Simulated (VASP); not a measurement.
**CdS: single point with r2SCAN**

CdS:

```
CELL_PARAMETERS angstrom
4.03531 0.00000 0.00000
-2.01766 3.49468 0.00000
0.00000 0.00000 6.55598
ATOMIC_POSITIONS crystal
Cd 0.33333 0.66667 0.99903
Cd 0.66667 0.33333 0.49903
S 0.33333 0.66667 0.37597
S 0.66667 0.33333 0.87597
```

```json
{"Program": "VASP 6.6.1", "Task": "single point", "Functional": "r2SCAN", "Potentials or basis": "VASP PAW PBE potentials, release 64 (Cd, S)", "Cutoff": "520 eV", "k mesh": "6 × 6 × 4", "Occupations": "gaussian, width 0.02 eV", "Spin": "no spin polarisation"}
```

```yaml
Pressure: 7.5 GPa
Largest_force: 0.008 eV/Å
Band_gap_on_the_k_mesh: 1.86 eV
```

Forces in eV/Å, atoms in the order of the input:
```
Cd   0.000  0.000  0.008
Cd   0.000  0.000  0.008
S    0.000  0.000 -0.008
S    0.000  0.000 -0.008
```

Levels at points of the mesh, in eV from the valence-band top:
| k point | band 16 | band 17 | band 18 | band 19 | band 20 | band 21 |
| --- | --- | --- | --- | --- | --- | --- |
| (0.00, 0.00, 0.00) | -0.06 | 0.00 | 0.00 | 1.86 | 3.34 | 6.96 |
| (0.50, 0.00, 0.00) | -2.21 | -1.51 | -0.89 | 4.23 | 4.35 | 5.38 |
| (0.00, 0.00, 0.50) | -0.46 | -0.46 | -0.46 | 3.48 | 3.48 | 6.74 |
| (0.50, 0.00, 0.50) | -1.58 | -1.54 | -1.54 | 3.90 | 3.90 | 5.83 |

Wall time 2.6 min on 1 thread of Intel(R) Xeon(R) Platinum 8488C (Sapphire Rapids), with other jobs on the host, peak memory 0.23 GiB.

Caveat: the cell stands under pressure; the PAW data sets were made with another functional, which shifts forces and pressure a little.
